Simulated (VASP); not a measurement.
I: single point with LDA

Crystal: I.

```
I
1.0
     2.49036   -3.63760    0.01955
     2.57691    3.69687   -0.00888
    -1.61286   -0.02806    2.40812
I
1
Direct
  0.50231 0.50097 0.50290
```

This cell differs from its parent crystal: the cell strained at random.

| Property | Result |
| --- | --- |
| Program | VASP 6.6.1 |
| Task | single point |
| Functional | LDA |
| Potentials or basis | VASP PAW LDA potentials, release 64 (I) |
| Cutoff | 520 eV |
| k mesh | 7 × 7 × 11 |
| Occupations | gaussian, width 0.05 eV |
| Spin | no spin polarisation |

```
Pressure : -1.7 GPa
```

Stress tensor (GPa, compression positive):
```
-1.77 -0.07  0.51
-0.07 -0.95  0.04
 0.51  0.04 -2.35
```

Levels at points of the mesh, in eV from the Fermi level:
```tsv
k point	band 1	band 2	band 3	band 4	band 5	band 6	band 7	band 8
(0.00, 0.00, 0.00)	-13.56	-1.47	-1.42	3.76	4.12	7.84	8.06	10.49
```

It took 4.2 min on 1 thread of AMD EPYC 7R13, on a shared host, peak memory 0.21 GiB.

Caveat: the cell differs from its parent crystal (the cell strained at random); spin-orbit coupling is left out, which moves the levels of the heavy elements; an odd number of electrons without spin polarisation forces a metal; a magnetic or distorted state may lie lower.
